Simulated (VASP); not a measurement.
Si, 1 atom in the cell. The structure is hexagonal, space group P6/mmm (No. 191). Conventional cell: a = 2.621 Å, b = 2.621 Å, c = 2.281 Å, α = 90.00°, β = 90.00°, γ = 120.00°. Within 3.0 Å of Si (site symmetry 6/mmm) lie 8 Si at 2.28 to 2.62 Å.  This cell differs from its parent crystal: strain -0.0750 x Voigt [0, 0, 1, 0, 0, 0].

* Program: VASP 6.6.1
* Task: single point
* Functional: PBEsol
* Potentials or basis: VASP PAW PBE potentials, release 64 (Si)
* Cutoff: 520 eV
* k mesh: 21 × 21 × 20
* Occupations: gaussian, width 0.15 eV
* Spin: no spin polarisation
* Dipole correction: no
* Further INCAR settings: ALGO = Normal; EDIFF = 1e-06; NBANDS = 8

Potentials or basis: VASP PAW PBE potentials, release 64 (Si).

The run is started by

```bash
$ cat potpaw_PBE.64/Si/POTCAR > POTCAR
$ mpirun -np 1 vasp_std > vasp.out
```

Hardware: 1 thread of AMD EPYC 7R13, on a shared host.

Problem. How long does it take, and how much memory?

Solution. Wall time 51 s on 1 thread of AMD EPYC 7R13 (shared host), peak memory 0.12 GiB. Counts: scf iterations 10, k points 528.
